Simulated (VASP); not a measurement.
# Ta (Im-3m) in VASP: single point with r2SCAN

Aim: the single point of Ta with r2SCAN.

Everything below comes from runs of VASP 6.6.1. Logs are shortened: lines on timing, memory, paths and dates and some standing lists are left out, and cuts for length are marked.

### Step 1. The cell of the first run

Symmetry: Im-3m, No. 229, cubic system. The conventional cell has a = 3.305 Å, b = 3.305 Å, c = 3.305 Å, α = 90.00°, β = 90.00°, γ = 90.00°. Within 3.8 Å of Ta (site symmetry m-3m) lie 14 Ta at 2.86 to 3.30 Å.

### Step 2. Single point, r2SCAN

Contents of POSCAR:

```
Ta
1.0
   -1.6524361259      1.6524361259      1.6524361259
    1.6524361259     -1.6524361259      1.6524361259
    1.6524361259      1.6524361259     -1.6524361259
Ta
1
Direct
    0.0000000000      0.0000000000      0.0000000000
```

Contents of INCAR.step1:

```
SYSTEM = Ta
ALGO = Normal
EDIFF = 1E-5
ENCUT = 550
GGA = PE
GGA_COMPAT = .False.
ISMEAR = 0
LASPH = .True.
LCHARG = .False.
LREAL = .False.
LWAVE = .True.
NBANDS = 12
NELM = 120
PREC = Accurate
SIGMA = 0.1
```

Contents of INCAR.step2:

```
SYSTEM = Ta
ALGO = Normal
EDIFF = 1E-6
ENCUT = 550
GGA_COMPAT = .False.
ISIF = 2
ISMEAR = 0
ISTART = 1
LASPH = .True.
LCHARG = .False.
LMIXTAU = .True.
LREAL = .False.
LWAVE = .False.
METAGGA = R2SCAN
NBANDS = 12
NELM = 120
PREC = Accurate
SIGMA = 0.1
```

Contents of KPOINTS:

```
k-points
0
Gamma
  18 18 18
  0 0 0
```

Potentials or basis: VASP PAW PBE potentials, release 64 (Ta_pv).

Started as:

```console
cat potpaw_PBE.64/Ta_pv/POTCAR > POTCAR
cp INCAR.step1 INCAR
mpirun -np 1 vasp_std > vasp.out
cp INCAR.step2 INCAR
mpirun -np 1 vasp_std > vasp.out
```

OUTCAR:

```text
SYSTEM = Ta
   EDIFF = 1E-6
   ENCUT = 550
   ISIF = 2
   ISMEAR = 0
   ISTART = 1
   LASPH = .True.
   LREAL = .False.
   METAGGA = R2SCAN
   NELM = 120
   PREC = Accurate

 ion  position               nearest neighbor table
   1  0.000  0.000  0.000-

  LATTYP: Found a body centered cubic cell.
 ALAT       =     3.3048722518

  Lattice vectors:

 A1 = (  -1.6524361259,   1.6524361259,   1.6524361259)
 A2 = (   1.6524361259,  -1.6524361259,   1.6524361259)
 A3 = (   1.6524361259,   1.6524361259,  -1.6524361259)

Analysis of symmetry for initial positions (statically):
=====================================================================
 Subroutine PRICEL returns:
 Original cell was already a primitive cell.

 Routine SETGRP: Setting up the symmetry group for a
 body centered cubic supercell.

 Subroutine GETGRP returns: Found 48 space group operations
 (whereof 48 operations were pure point group operations)
 out of a pool of 48 trial point group operations.

The static configuration has the point symmetry O_h .

Analysis of symmetry for dynamics (positions and initial velocities):
=====================================================================
 Subroutine PRICEL returns:
 Original cell was already a primitive cell.

 Routine SETGRP: Setting up the symmetry group for a
 body centered cubic supercell.

 Subroutine GETGRP returns: Found 48 space group operations
 (whereof 48 operations were pure point group operations)
 out of a pool of 48 trial point group operations.

The dynamic configuration has the point symmetry O_h .

 Subroutine INISYM returns: Found 48 space group operations
 (whereof 48 operations are pure point group operations),
 and found     1 'primitive' translations

----------------------------------------------------------------------------------------

                                     Primitive cell

  volume of cell :      18.0482

  direct lattice vectors                    reciprocal lattice vectors
    -1.652436126  1.652436126  1.652436126     0.000000000  0.302583557  0.302583557
     1.652436126 -1.652436126  1.652436126     0.302583557  0.000000000  0.302583557
     1.652436126  1.652436126 -1.652436126     0.302583557  0.302583557  0.000000000

  length of vectors
     2.862103326  2.862103326  2.862103326     0.427917769  0.427917769  0.427917769

  position of ions in fractional coordinates (direct lattice)
     0.000000000  0.000000000  0.000000000

  ion indices of the primitive-cell ions
   primitive index   ion index
                 1           1

[... 78 lines left out ...]
   ISYM   =      2    0-nonsym 1-usesym 2-fastsym
   POTIM  = 0.5000    time-step for ionic-motion
   TEBEG  =    0.0;   TEEND  =   0.0 temperature during run
   PSTRESS=    0.0 pullay stress
   NELECT =      11.0000    total number of electrons
   NUPDOWN=      -1.0000    fix difference up-down
   EMIN   =  10.00;   EMAX   =-10.00  energy-range for DOS
   EFERMI =   0.00;   METHOD = LEGACY
   ISMEAR =     0;   SIGMA  =   0.10  broadening in eV -4-tet -1-fermi 0-gaus
   EFERMI_NEDOS =   21; number of points for ismear=-14 and -15
   IALGO  =     38    algorithm
   IMIX   =      4    mixing-type and parameters
     AMIX     =   0.40;   BMIX     =  1.00
     AMIX_MAG =   1.60;   BMIX_MAG =  1.00
  volume/ion in A,a.u.               =      18.05       121.80
  Fermi-wavevector in a.u.,A,eV,Ry     =   1.388016  2.622969 26.212816  1.926588
  Thomas-Fermi vector in A             =   2.512182
   LORBIT       =      0    0 simple, 1 ext, 2 COOP (PROOUT), +10 PAW based schemes
   METAGGA = R2SCAN    functional components
   LHFCALC =     F    Hartree Fock is set to
   AEXX    =    0.0000 exact exchange contribution
   IVDW    =     0    specifies the selected vdW correction
   LEPSILON=     F    determine dielectric tensor
   LRPA    =     F    only Hartree local field effects (RPA)
 non-spin polarized calculation
 Gauss-broadening in eV      SIGMA  =   0.10
  energy-cutoff  :      550.00
  volume of cell :       18.05
 maximum number of plane-waves:       543
 NGX is ok and might be reduce to    24
   NGX = 11   NGY = 11   NGZ = 11

 number of electron      11.0000002 magnetization

 Free energy of the ion-electron system (eV)
  ---------------------------------------------------
  ext. energy  EPLUGINS =         0.00000000
  ---------------------------------------------------
  free energy    TOTEN  =       -48.58302301 eV

  energy without entropy =      -48.57749889  energy(sigma->0) =      -48.58026095

 E-fermi :   5.3090     XC(G=0): -13.7595

 val. band max:        5.3036782990   @ k =   0.3333   0.1111   0.0000
 cond. band min:       5.3404827330   @ k =   0.1111   0.1111   0.0000
 fundamental gap:      0.0368044340
 Fermi energy:         5.3089539782

 k-point     1 :       0.0000    0.0000    0.0000
  band No.  band energies     occupation
      1     -28.9215      2.00000
      2     -28.9215      2.00000
      3     -28.9215      2.00000
      4      -3.0132      2.00000
      5       6.1502      0.00000
      6       6.1502      0.00000
      7       6.1502      0.00000
      8       9.6323      0.00000
      9       9.6323      0.00000
     10      17.4118      0.00000
     11      21.0758      0.00000
     12      21.0758      0.00000
[... 331 lines left out ...]
 k-point    24 :       0.3889    0.1111    0.0000
  band No.  band energies     occupation
      1     -30.0727      2.00000
      2     -29.3479      2.00000
      3     -28.9832      2.00000
      4       1.1616      2.00000
      5       3.8636      2.00000
      6       5.8669      0.00000
      7       9.3452      0.00000
      8      10.6897      0.00000
      9      13.4844      0.00000
     10      17.3289      0.00000
     11      17.5167      0.00000
     12      18.9276      0.00000

 [... further k-points ...]
[... 5 lines left out ...]
  --------------------------------------------------------------------------------------
  -------------------------------------------------------------------------------------
  Total        0.0633773      0.0633773      0.0633773      0.0000000      0.0000000     -0.0000000
  in kB        5.6261358      5.6261358      5.6261358      0.0000000      0.0000000     -0.0000000
  external PRESSURE =       5.6261358 kB  Pullay stress =       0.0000000 kB

 VOLUME and BASIS-vectors are now :
 -----------------------------------------------------------------------------
  energy-cutoff  :      550.00
  volume of cell :       18.05
      direct lattice vectors                 reciprocal lattice vectors
    -1.652436126  1.652436126  1.652436126     0.000000000  0.302583557  0.302583557
     1.652436126 -1.652436126  1.652436126     0.302583557  0.000000000  0.302583557
     1.652436126  1.652436126 -1.652436126     0.302583557  0.302583557  0.000000000

 POSITION                                       TOTAL-FORCE (eV/Angst)
 -----------------------------------------------------------------------------------
      0.00000      0.00000      0.00000        -0.000000      0.000000     -0.000000
 -----------------------------------------------------------------------------------
    total drift:                                0.000000      0.000000     -0.000000

  FREE ENERGIE OF THE ION-ELECTRON SYSTEM (eV)
  ---------------------------------------------------
  free  energy   TOTEN  =       -48.5830230077 eV

  energy  without entropy=      -48.5774988924  energy(sigma->0) =      -48.58026095
```

OUTCAR.step1:

```text
SYSTEM = Ta
   EDIFF = 1E-5
   ENCUT = 550
   GGA = PE
   ISMEAR = 0
   LASPH = .True.
[... 578 lines left out ...]
 -----------------------------------------------------------------------------------
      0.00000      0.00000      0.00000        -0.000000      0.000000      0.000000
 -----------------------------------------------------------------------------------
    total drift:                               -0.000000      0.000000      0.000000

  FREE ENERGIE OF THE ION-ELECTRON SYSTEM (eV)
  ---------------------------------------------------
  free  energy   TOTEN  =       -11.8144466215 eV

  energy  without entropy=      -11.8083859726  energy(sigma->0) =      -11.81141630
```

OSZICAR.step1:

```text
N       E                     dE             d eps       ncg     rms          rms(c)
DAV:   1     0.635618807406E+02    0.63562E+02   -0.63648E+03  4696   0.913E+02
DAV:   2    -0.112134545890E+02   -0.74775E+02   -0.72876E+02  5248   0.252E+02
DAV:   3    -0.122735360498E+02   -0.10601E+01   -0.10496E+01  5520   0.281E+01
DAV:   4    -0.122763210930E+02   -0.27850E-02   -0.27848E-02  5288   0.162E+00
DAV:   5    -0.122763306386E+02   -0.95456E-05   -0.95465E-05  5500   0.899E-02    0.134E+01
DAV:   6    -0.119211778823E+02    0.35515E+00   -0.28517E-01  5488   0.579E+00    0.653E+00
DAV:   7    -0.118152606229E+02    0.10592E+00   -0.25432E-01  5404   0.508E+00    0.386E-01
DAV:   8    -0.118144760930E+02    0.78453E-03   -0.78686E-03  5128   0.728E-01    0.130E-01
DAV:   9    -0.118144538962E+02    0.22197E-04   -0.12200E-04  5496   0.119E-01    0.265E-02
DAV:  10    -0.118144466215E+02    0.72747E-05   -0.35797E-06  3172   0.211E-02
   1 F= -.11814447E+02 E0= -.11811416E+02  d E =-.606065E-02
```

It took 89 s on 1 thread of Intel Xeon Platinum 8259CL at 2.50GHz (Skylake/Cascade Lake), shared host; peak memory 0.18 GiB.

What came out:

```
Free energy : -48.5830 eV
Pressure    : 0.6 GPa
```

Levels at points of the mesh, in eV from the Fermi level:
```
           k point  band 2  band 3  band 4  band 5  band 6  band 7  band 8  band 9  band 10  band 11
(0.00, 0.00, 0.00)  -34.23  -34.23   -8.32    0.84    0.84    0.84    4.32    4.32    12.10    15.77
(0.50, 0.00, 0.00)  -34.62  -34.24   -4.55   -1.56    1.46    4.19    5.26    8.07    12.07    12.38
(0.50, 0.50, 0.50)  -35.08  -35.08   -3.93   -3.93    7.10    7.10    7.10    9.00     9.00     9.00
```

Caveat: the PAW data sets were made with another functional, which shifts forces and pressure a little; spin-orbit coupling is left out, which moves the levels of the heavy elements.
